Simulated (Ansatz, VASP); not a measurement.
## CdS: VASP beside Ansatz

```
Cd S
1.0
     4.07389    0.00000    0.00000
    -2.03694    3.52809    0.00000
     0.00000    0.00000    6.63858
Cd S
2 2
Cartesian
  0.0000 2.3521 0.0030
  2.0369 1.1760 3.3223
  0.0000 2.3521 2.4997
  2.0369 1.1760 5.8190
```

Alike in both runs: functional LDA; k mesh 9 × 9 × 4; occupations gaussian, width 0.02 eV; no spin polarisation.

Ansatz relaxed the structure, and its values are those at the end. VASP's run is a single point on that final structure, the one shown.

|  | VASP | Ansatz |
| --- | --- | --- |
| version | VASP 6.6.1 | Ansatz 0.2.0 |
| potentials or method | VASP PAW LDA potentials, release 64 (Cd, S), cutoff 520 eV | scalar-relativistic, plane waves, PAW |
| valence electrons in the cell | 36 | 52 |

```csv
,VASP,Ansatz,Ansatz less VASP
gap on the k mesh at the Fermi level (eV),1.06,1.03,-0.030
least direct gap on the mesh (eV),1.06,1.03,-0.030
pressure (GPa),0.5,0.0,-0.54
```

Ansatz warns that its potentials were made for another functional, while VASP's fit it. LDA's correlation is that of Perdew and Zunger in VASP and of Perdew and Wang (1992) in Ansatz. VASP's potentials hold 36 valence electrons a cell and Ansatz's 52, so a difference there can come from the potentials and not from the codes.
